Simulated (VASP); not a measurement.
# ZrS (I4/mmm) in VASP: notebook

The runs below take ZrS through single point, with PBEsol.

Everything below comes from runs of VASP 6.6.1. Logs are shortened: lines on timing, memory, paths and dates and some standing lists are left out, and cuts for length are marked.

**1. The cell of the first run**

It takes space group I4/mmm (No. 139, tetragonal). The conventional cell has a = 3.708 Å, b = 3.708 Å, c = 5.321 Å, α = 90.00°, β = 90.00°, γ = 90.00°. Within 3.5 Å of Zr (site symmetry 4/mmm) lie 6 S at 2.62 to 2.66 Å. S (site symmetry 4/mmm) has 6 Zr at 2.62 to 2.66 Å within 3.5 Å.

**2. Single point, PBEsol (strain +0.015 along x and y, +0.030 along z)**

File INCAR:

```
PREC     = Accurate       # precision mode
ENCUT    = 520            # plane-wave cutoff, eV
EDIFF    = 1E-6           # SCF threshold, eV
ISMEAR   = 0              # smearing method
SIGMA    = 0.15           # smearing width, eV
LREAL    = F              # projectors in reciprocal space
LASPH    = T              # aspherical terms in the spheres
NELM     = 100            # most SCF steps
ALGO     = Normal         # electronic algorithm
ISIF     = 2              # what is computed and relaxed
LWAVE    = F              # write WAVECAR
LCHARG   = F              # write CHGCAR
GGA      = PS             # functional
NBANDS   = 16             # bands
```

File KPOINTS:

```
Automatic mesh
0
Gamma
  20 20 20
```

File POSCAR:

```
ZrS
1.0
    0.0000000000      2.6218214802      2.6605676105
    2.6218214802      0.0000000000      2.6605676105
    2.6218214802      2.6218214802      0.0000000000
Zr S
1 1
Direct
    0.0000000000      0.0000000000      0.0000000000
    0.5000000000      0.5000000000      0.5000000000
```

Potentials or basis: VASP PAW PBE potentials, release 64 (Zr_sv, S).

Run with:

```
$ cat potpaw_PBE.64/Zr_sv/POTCAR potpaw_PBE.64/S/POTCAR > POTCAR
$ mpirun -np 1 vasp_std > vasp.out
```

OUTCAR:

```text
PREC = Accurate
   ENCUT = 520
   EDIFF = 1E-6
   ISMEAR = 0
   LREAL = F
   LASPH = T
   NELM = 100
   ISIF = 2
   GGA = PS

 ion  position               nearest neighbor table
   1  0.000  0.000  0.000-   2 2.62   2 2.62   2 2.62   2 2.62   2 2.66   2 2.66
   2  0.500  0.500  0.500-   1 2.62   1 2.62   1 2.62   1 2.62   1 2.66   1 2.66

  LATTYP: Found a body centered tetragonal cell.
 ALAT       =     3.7078154954
 C/A-ratio  =     1.4351132702

  Lattice vectors:

 A1 = (  -2.6218214802,   0.0000000000,   2.6605676105)
 A2 = (   2.6218214802,   0.0000000000,   2.6605676105)
 A3 = (   0.0000000000,   2.6218214802,  -2.6605676105)

Analysis of symmetry for initial positions (statically):
=====================================================================
 Subroutine PRICEL returns:
 Original cell was already a primitive cell.

 Routine SETGRP: Setting up the symmetry group for a
 body centered tetragonal supercell.

 Subroutine GETGRP returns: Found 16 space group operations
 (whereof 16 operations were pure point group operations)
 out of a pool of 16 trial point group operations.

The static configuration has the point symmetry D_4h.

Analysis of symmetry for dynamics (positions and initial velocities):
=====================================================================
 Subroutine PRICEL returns:
 Original cell was already a primitive cell.

 Routine SETGRP: Setting up the symmetry group for a
 body centered tetragonal supercell.

 Subroutine GETGRP returns: Found 16 space group operations
 (whereof 16 operations were pure point group operations)
 out of a pool of 16 trial point group operations.

The dynamic configuration has the point symmetry D_4h.

 Subroutine INISYM returns: Found 16 space group operations
 (whereof 16 operations are pure point group operations),
 and found     1 'primitive' translations

----------------------------------------------------------------------------------------

                                     Primitive cell

  volume of cell :      36.5772

  direct lattice vectors                    reciprocal lattice vectors
     0.000000000  2.621821480  2.660567610    -0.190707111  0.190707111  0.187929823
     2.621821480  0.000000000  2.660567610     0.190707111 -0.190707111  0.187929823
     2.621821480  2.621821480  0.000000000     0.190707111  0.190707111 -0.187929823

  length of vectors
     3.735313626  3.735313626  3.707815495     0.328718759  0.328718759  0.328718759

  position of ions in fractional coordinates (direct lattice)
     0.000000000  0.000000000  0.000000000
     0.500000000  0.500000000  0.500000000

  ion indices of the primitive-cell ions
   primitive index   ion index
                 1           1
                 2           2

----------------------------------------------------------------------------------------

 KPOINTS: Automatic mesh

Automatic generation of k-mesh.
 Grid dimensions read from file:
 generate k-points for:   20   20   20

 Generating k-lattice:

  Cartesian coordinates                     Fractional coordinates (reciprocal lattice)
    -0.009535356  0.009535356  0.009396491     0.050000000 -0.000000000  0.000000000
     0.009535356 -0.009535356  0.009396491    -0.000000000  0.050000000  0.000000000
     0.009535356  0.009535356 -0.009396491     0.000000000  0.000000000  0.050000000

  Length of vectors
     0.016435938  0.016435938  0.016435938

  Shift w.r.t. Gamma in fractional coordinates (k-lattice)
     0.000000000  0.000000000  0.000000000

 Subroutine IBZKPT returns following result:
 ===========================================

 Found    641 irreducible k-points:

 Following reciprocal coordinates:
            Coordinates               Weight
  0.000000  0.000000  0.000000      1.000000
  0.050000 -0.000000  0.000000      8.000000
  0.100000 -0.000000  0.000000      8.000000
  0.150000  0.000000  0.000000      8.000000
  0.200000 -0.000000  0.000000      8.000000
  0.250000  0.000000  0.000000      8.000000
[... 16 lines left out ...]
 -0.400000  0.050000  0.000000      8.000000
 -0.350000  0.050000  0.000000      8.000000
 [... further k-points ...]
   k-points           NKPTS =    641   k-points in BZ     NKDIM =    641   number of bands    NBANDS=     16
   number of dos      NEDOS =    301   number of ions     NIONS =      2
   total plane-waves  NPLWV =  21952
   dimension x,y,z NGX =    28 NGY =   28 NGZ =   28
   dimension x,y,z NGXF=    56 NGYF=   56 NGZF=   56
   ions per type =               1   1
   NGX,Y,Z   is equivalent  to a cutoff of  12.46, 12.46, 12.55 a.u.
   NGXF,Y,Z  is equivalent  to a cutoff of  24.92, 24.92, 25.11 a.u.
 SYSTEM =  unknown system
   PREC   = accura    normal or accurate (medium, high low for compatibility)
   ISTART =      0    job   : 0-new  1-cont  2-samecut
   ICHARG =      2    charge: 1-file 2-atom 10-const
   ISPIN  =      1    spin polarized calculation?
   LNONCOLLINEAR =      F non collinear calculations
   LSORBIT =      F    spin-orbit coupling
   LASPH  =      T    aspherical Exc in radial PAW
   ENCUT  =  520.0 eV  38.22 Ry    6.18 a.u.   6.95  6.95  6.89*2*pi/ulx,y,z
   NELM   =    100;   NELMIN=  2; NELMDL= -5     # of ELM steps
   EDIFF  = 0.1E-05   stopping-criterion for ELM
   LREAL  =      F    real-space projection
   EDIFFG = 0.1E-04   stopping-criterion for IOM
   NSW    =      0    number of steps for IOM
   IBRION =     -1    ionic relax: 0-MD 1-quasi-New 2-CG
   NFREE  =      0    steps in history (QN), initial steepest desc. (CG)
   ISIF   =      2    stress and relaxation
   ISYM   =      2    0-nonsym 1-usesym 2-fastsym
   POTIM  = 0.5000    time-step for ionic-motion
   TEBEG  =    0.0;   TEEND  =   0.0 temperature during run
   PSTRESS=    0.0 pullay stress
   NELECT =      18.0000    total number of electrons
   NUPDOWN=      -1.0000    fix difference up-down
   EMIN   =  10.00;   EMAX   =-10.00  energy-range for DOS
   EFERMI =   0.00;   METHOD = LEGACY
   ISMEAR =     0;   SIGMA  =   0.15  broadening in eV -4-tet -1-fermi 0-gaus
   EFERMI_NEDOS =   21; number of points for ismear=-14 and -15
   IALGO  =     38    algorithm
   IMIX   =      4    mixing-type and parameters
     AMIX     =   0.40;   BMIX     =  1.00
     AMIX_MAG =   1.60;   BMIX_MAG =  1.00
  volume/ion in A,a.u.               =      18.29       123.42
  Fermi-wavevector in a.u.,A,eV,Ry     =   1.292495  2.442461 22.729117  1.670543
  Thomas-Fermi vector in A             =   2.424199
   LORBIT       =      0    0 simple, 1 ext, 2 COOP (PROOUT), +10 PAW based schemes
   GGA     = PS    functional components
   LHFCALC =     F    Hartree Fock is set to
   AEXX    =    0.0000 exact exchange contribution
   IVDW    =     0    specifies the selected vdW correction
   LEPSILON=     F    determine dielectric tensor
   LRPA    =     F    only Hartree local field effects (RPA)
 non-spin polarized calculation
 Gauss-broadening in eV      SIGMA  =   0.15
  energy-cutoff  :      520.00
  volume of cell :       36.58
 maximum number of plane-waves:      1002
   NGX = 13   NGY = 13   NGZ = 13

 number of electron      18.0000001 magnetization

 Free energy of the ion-electron system (eV)
  ---------------------------------------------------
  ext. energy  EPLUGINS =         0.00000000
  ---------------------------------------------------
  free energy    TOTEN  =       -16.46572674 eV

  energy without entropy =      -16.45083644  energy(sigma->0) =      -16.45828159

 E-fermi :  10.4573     XC(G=0): -11.4075

 val. band max:       10.4462393673   @ k =  -0.3000   0.0500   0.2000
 cond. band min:      10.4593708383   @ k =   0.1000  -0.0000   0.0000
 fundamental gap:      0.0131314710
 Fermi energy:        10.4573313198

 k-point     1 :       0.0000    0.0000    0.0000
  band No.  band energies     occupation
      1     -39.4448      2.00000
      2     -17.4421      2.00000
      3     -17.4421      2.00000
      4     -17.4338      2.00000
      5      -5.2997      2.00000
      6       6.9373      2.00000
[... 8 lines left out ...]
     15      17.5885      0.00000
     16      22.6587      0.00000

 k-point     2 :       0.0500   -0.0000    0.0000
  band No.  band energies     occupation
      1     -39.4442      2.00000
      2     -17.4493      2.00000
      3     -17.4428      2.00000
      4     -17.4360      2.00000
      5      -5.2683      2.00000
      6       6.7477      2.00000
[... 8 lines left out ...]
     15      17.6957      0.00000
     16      22.4410      0.00000

 k-point     3 :       0.1000   -0.0000    0.0000
  band No.  band energies     occupation
      1     -39.4425      2.00000
      2     -17.4732      2.00000
      3     -17.4446      2.00000
      4     -17.4392      2.00000
      5      -5.1763      2.00000
      6       6.2448      2.00000
[... 8 lines left out ...]
     15      17.9895      0.00000
     16      21.8691      0.00000

 k-point     4 :       0.1500    0.0000    0.0000
  band No.  band energies     occupation
      1     -39.4397      2.00000
      2     -17.5110      2.00000
      3     -17.4476      2.00000
      4     -17.4431      2.00000
      5      -5.0296      2.00000
      6       5.6116      2.00000
[... 8 lines left out ...]
     15      18.3573      0.00000
     16      21.2673      0.00000
[... 324 lines left out ...]
 k-point    22 :      -0.4500    0.0500    0.0000
  band No.  band energies     occupation
      1     -39.4200      2.00000
      2     -17.7663      2.00000
      3     -17.4754      2.00000
      4     -17.4683      2.00000
      5      -3.8102      2.00000
      6       2.5705      2.00000
[... 8 lines left out ...]
     15      16.5768      0.00000
     16      16.6833      0.00000

 k-point    23 :      -0.4000    0.0500    0.0000
  band No.  band energies     occupation
      1     -39.4214      2.00000
      2     -17.7494      2.00000
      3     -17.4747      2.00000
      4     -17.4653      2.00000
      5      -3.9078      2.00000
      6       2.7519      2.00000
[... 8 lines left out ...]
     15      17.1069      0.00000
     16      17.1198      0.00000

 k-point    24 :      -0.3500    0.0500    0.0000
  band No.  band energies     occupation
      1     -39.4238      2.00000
      2     -17.7192      2.00000
      3     -17.4722      2.00000
      4     -17.4615      2.00000
      5      -4.0750      2.00000
      6       3.0769      2.00000
[... 8 lines left out ...]
     15      17.6901      0.00000
     16      17.9532      0.00000

 [... further k-points ...]
[... 5 lines left out ...]
  --------------------------------------------------------------------------------------
  -------------------------------------------------------------------------------------
  Total       -1.4620560     -1.4620560     -2.1809015      0.0000000      0.0000000      0.0000000
  in kB      -64.0418792    -64.0418792    -95.5291910      0.0000000      0.0000000      0.0000000
  external PRESSURE =     -74.5376498 kB  Pullay stress =       0.0000000 kB

 VOLUME and BASIS-vectors are now :
 -----------------------------------------------------------------------------
  energy-cutoff  :      520.00
  volume of cell :       36.58
      direct lattice vectors                 reciprocal lattice vectors
     0.000000000  2.621821480  2.660567610    -0.190707111  0.190707111  0.187929823
     2.621821480  0.000000000  2.660567610     0.190707111 -0.190707111  0.187929823
     2.621821480  2.621821480  0.000000000     0.190707111  0.190707111 -0.187929823

 POSITION                                       TOTAL-FORCE (eV/Angst)
 -----------------------------------------------------------------------------------
      0.00000      0.00000      0.00000        -0.000000      0.000000     -0.000000
      2.62182      2.62182      2.66057         0.000000     -0.000000      0.000000
 -----------------------------------------------------------------------------------
    total drift:                                0.000000      0.000000      0.000000

  FREE ENERGIE OF THE ION-ELECTRON SYSTEM (eV)
  ---------------------------------------------------
  free  energy   TOTEN  =       -16.4657267395 eV

  energy  without entropy=      -16.4508364372  energy(sigma->0) =      -16.45828159
```

Run time: 3.2 min. Hardware: 1 thread of Intel Xeon Platinum 8488C (Sapphire Rapids), shared host; peak memory 0.46 GiB.

Results:

- Free energy: -16.4657 eV
- Pressure: -7.5 GPa
- Band gap on the k mesh: zero (bands 9 and 10 overlap by 2.70 eV)

Caveat: the cell differs from its parent crystal (strain +0.015 along x and y, +0.030 along z); the cell stands under tension; the PAW data sets were made with another functional, which shifts forces and pressure a little.

**3. Single point, PBEsol (strain +0.030 along x and y, +0.015 along z)**

File INCAR:

```
SYSTEM = ZrS
PREC     = Accurate       ! precision mode
ENCUT    = 520            ! plane-wave cutoff, eV
EDIFF    = 1E-6           ! SCF threshold, eV
ISMEAR   = 0              ! smearing method
SIGMA    = 0.15           ! smearing width, eV
LREAL    = .False.        ! projectors in reciprocal space
LASPH    = .True.         ! aspherical terms in the spheres
NELM     = 60             ! most SCF steps
ALGO     = Normal         ! electronic algorithm
ISIF     = 2              ! what is computed and relaxed
LWAVE    = .False.        ! write WAVECAR
LCHARG   = .False.        ! write CHGCAR
GGA      = PS             ! functional
NBANDS   = 16             ! bands
```

File KPOINTS:

```
regular mesh
0
Gamma
  20 20 20
  0 0 0
```

File POSCAR:

```
ZrS
1.0
    0.0000000000      2.6605676105      2.6218214802
    2.6605676105      0.0000000000      2.6218214802
    2.6605676105      2.6605676105      0.0000000000
Zr S
1 1
Direct
    0.0000000000      0.0000000000      0.0000000000
    0.5000000000      0.5000000000      0.5000000000
```

Potentials or basis: VASP PAW PBE potentials, release 64 (Zr_sv, S).

Run with:

```
$ cat potpaw_PBE.64/Zr_sv/POTCAR potpaw_PBE.64/S/POTCAR > POTCAR
$ mpirun -np 1 vasp_std > vasp.out
```

It took 3.2 min on 1 thread of Intel Xeon Platinum 8488C (Sapphire Rapids), shared host; peak memory 0.46 GiB.

Results (log left out):

| Item | Value |
| --- | --- |
| Free energy | -16.4379 eV |
| Pressure | -9.1 GPa |
| Band gap on the k mesh | zero (bands 9 and 10 overlap by 2.73 eV) |

Stress tensor (GPa, compression positive):
```
-10.12   0.00   0.00
  0.00 -10.12   0.00
  0.00   0.00  -6.92
```

Levels at points of the mesh, in eV from the Fermi level:
| k point | band 6 | band 7 | band 8 | band 9 | band 10 | band 11 | band 12 | band 13 |
| --- | --- | --- | --- | --- | --- | --- | --- | --- |
| (0.00, 0.00, 0.00) | -3.50 | -3.50 | -3.47 | -1.35 | -1.35 | -1.20 | -0.67 | -0.63 |
| (0.50, 0.00, 0.00) | -7.89 | -5.86 | -5.84 | 1.38 | 1.44 | 1.70 | 1.86 | 5.28 |
| (0.50, 0.50, 0.00) | -6.14 | -4.47 | -4.47 | -3.32 | 0.55 | 2.27 | 2.27 | 2.67 |
| (0.50, 0.00, 0.50) | -6.22 | -4.41 | -4.41 | -3.33 | 0.48 | 2.24 | 2.33 | 2.69 |

Caveat: the cell differs from its parent crystal (strain +0.030 along x and y, +0.015 along z); the cell stands under tension; the PAW data sets were made with another functional, which shifts forces and pressure a little.
